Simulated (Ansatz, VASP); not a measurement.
# One calculation of WS2, two programs

INCAR

```
  PREC = Accurate
  ENCUT = 520
  EDIFF = 1E-6
  ISMEAR = 0
  SIGMA = 0.05
  LREAL = False
  LASPH = True
  NELM = 100
  ALGO = Normal
  ISIF = 2
  LWAVE = False
  LCHARG = False
  LDIPOL = True
  IDIPOL = 3
  DIPOL = 0.5 0.5 0.391
  GGA = PE
  IVDW = 12
  NBANDS = 35
```

File KPOINTS:

```
Automatic mesh
0
Gamma
  9 9 1
```

File POSCAR:

```
WS2
1.0
    3.1595457497      0.0000000000      0.0000000000
   -1.5797728749      2.7362468836      0.0000000000
    0.0000000000      0.0000000000     23.8042575719
S W
4 2
Direct
    0.3333333333      0.6666666667      0.1890418126
    0.3333333333      0.6666666667      0.3214605103
    0.3333333333      0.6666666667      0.4596710800
    0.3333333333      0.6666666667      0.5920897776
    0.6666666667      0.3333333333      0.2552511581
    0.0000000000      1.0000000000      0.5258804254
```

Input for Ansatz:

```yaml
crystal:
  lattice:
    - [3.1595457497, 0.0, 0.0]
    - [-1.5797728749, 2.7362468836, 0.0]
    - [0.0, 0.0, 23.8042575719]
  atoms:
    - { symbol: S, position: [0.3333333333, 0.6666666667, 0.1890418126] }
    - { symbol: W, position: [0.6666666667, 0.3333333333, 0.2552511581] }
    - { symbol: S, position: [0.3333333333, 0.6666666667, 0.3214605103] }
    - { symbol: S, position: [0.3333333333, 0.6666666667, 0.45967108] }
    - { symbol: W, position: [0.0, 1.0, 0.5258804254] }
    - { symbol: S, position: [0.3333333333, 0.6666666667, 0.5920897776] }
basis:
  ecutwfc: 420
kpoints:
  mp_grid: { grid: [9, 9, 1] }
hamiltonian:
  xc: pbe
  pseudopotentials: { kind: paw, azcp: { folder: soft_1 } }
  dispersion: d3bj
scf:
  occupations: { method: gaussian, width: 0.05 }
output:
  forces: true
  eigenvalues: true
efield:
  axis: 3
  dipole_correction: true
  ramp_width: 0.04
```

Alike in both runs: task single point; functional PBE; dispersion D3(BJ); k mesh 9 × 9 × 1; occupations gaussian, width 0.05 eV; no spin polarisation.

|  | VASP | Ansatz |
| --- | --- | --- |
| version | VASP 6.6.1 | Ansatz 0.2.0 |
| potentials or method | VASP PAW PBE potentials, release 64 (S, W_sv), cutoff 520 eV | scalar-relativistic, plane waves, PAW |
| valence electrons in the cell | 52 | 52 |

```tsv
	VASP	Ansatz	Ansatz less VASP
gap on the k mesh at the Fermi level (eV)	1.61	1.60	-0.010
least direct gap on the mesh (eV)	1.93	1.92	-0.003
rms of the force components (eV/Å)	0.049	0.049	+0.0007
```

Spin-orbit coupling is off throughout.
